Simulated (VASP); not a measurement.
Input of a VASP 6.6.1 run:

Contents of INCAR:

```
PREC     = Accurate       # precision mode
ENCUT    = 520            # plane-wave cutoff, eV
EDIFF    = 1E-6           # SCF threshold, eV
ISMEAR   = -1             # smearing method
SIGMA    = 0.062          # smearing width, eV
LREAL    = Auto         
LASPH    = T              # aspherical terms in the spheres
NELM     = 60             # most SCF steps
ALGO     = Normal         # electronic algorithm
ISIF     = 2              # what is computed and relaxed
LWAVE    = F              # write WAVECAR
LCHARG   = T              # write CHGCAR
GGA      = PE             # functional
IVDW     = 12             # dispersion correction
LELF     = T              # ELF
LVHAR    = T            
ISYM     = 0            
NBANDS   = 71             # bands
```

Contents of KPOINTS:

```
Automatic mesh
0
Gamma
  1 1 1
  0.25 0.25 0.25
```

The input POSCAR:

```
Na4Li7S2Cl7
1.0
    7.4728680000      0.0415700000     -0.1084870000
    0.0415700000      7.3694800000     -0.0643420000
   -0.1084870000     -0.0643420000      7.5562280000
Na S Li Cl
4 2 7 7
Direct
    0.7045138640      0.5099813788      0.5348017314
    0.9086657251      0.9546117157      0.5459292713
    0.3930095660      0.7551053348      0.8796753375
    0.8717644465      0.0676089317     -0.0107096817
    0.5839535976      0.6022292481      0.1916065805
    0.1170844387      0.4119909946      0.1253239664
    1.0665251950      0.1998056781      0.3294489017
    0.4752606437      0.8781352267      0.2547414634
    0.2125308429      0.6411170490      0.3696679860
    0.8367224787      0.5420591959      0.0528730319
    0.4431126810      0.2994657664      0.0851103476
    0.1497804709      0.4808316847      0.8137275511
    0.4068507526      0.1656097547      0.5625961366
    0.8355843643      0.7090305375      0.7902242341
    0.5401071701      0.1134035069      0.8642120401
   -0.0211911869      0.2917567541      0.6520724685
    0.6569912951      0.1018315900      0.3841968589
    0.1924382363      0.9132070172      0.1274673836
    0.3917683225      0.4906894823      0.6531835345
    0.2557068410      0.9026003494      0.5241048814
```

Potentials or basis: VASP PAW PBE potentials, release 64 (Na_pv, S, Li_sv, Cl).

Command:

```sh
$ cat potpaw_PBE.64/Na_pv/POTCAR potpaw_PBE.64/S/POTCAR potpaw_PBE.64/Li_sv/POTCAR potpaw_PBE.64/Cl/POTCAR > POTCAR
$ mpirun -np 1 vasp_std > vasp.out
```

(1) What does it give for the band gap on the k mesh?

(2) Estimate the largest force.

(3) Predict the dispersion energy per atom.

Results:

(1) 3.35 eV.

(2) 1.086 eV/Å.

(3) -0.204 eV.

Caveat: the k points lie up to 0.85 Å⁻¹ apart.
